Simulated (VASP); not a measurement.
The system is Pt.

```xyz
1
Lattice="-1.5842 1.5842 1.5842 1.5842 -1.5842 1.5842 1.5842 1.5842 -1.5842" Properties=species:S:1:pos:R:3 pbc="T T T"
Pt    0.0000    0.0000    0.0000
```

This isn't the form of Pt at room conditions, which is fcc.

Program: VASP 6.6.1. Alike in all runs: task single point; potentials or basis VASP PAW PBE potentials, release 64 (Pt_sv_GW); no spin polarisation; cell as given; smearing fermi-dirac 0.05 eV.

Task: Order these runs on this cell by their pressure, lowest first.
A. level B3LYP; k mesh 6 × 6 × 6; cutoff (eV) 430; grid for exact exchange (PRECFOCK) Normal; share of exact exchange 0.2
B. level r2SCAN50; k mesh 6 × 6 × 6; cutoff (eV) 470; grid for exact exchange (PRECFOCK) Normal; share of exact exchange 0.5
C. level r2SCAN; k mesh 12 × 12 × 12; cutoff (eV) 550
D. level HF; k mesh 6 × 6 × 6; cutoff (eV) 430; grid for exact exchange (PRECFOCK) Normal; share of exact exchange 1

Result: B (-19.2 GPa), C (-8.8 GPa), D (-1.0 GPa), A (3.4 GPa).

Caveats: some runs use coarse meshes; the PAW data sets were made with another functional, which shifts forces and pressure a little; the cell stands under tension (at least some runs).
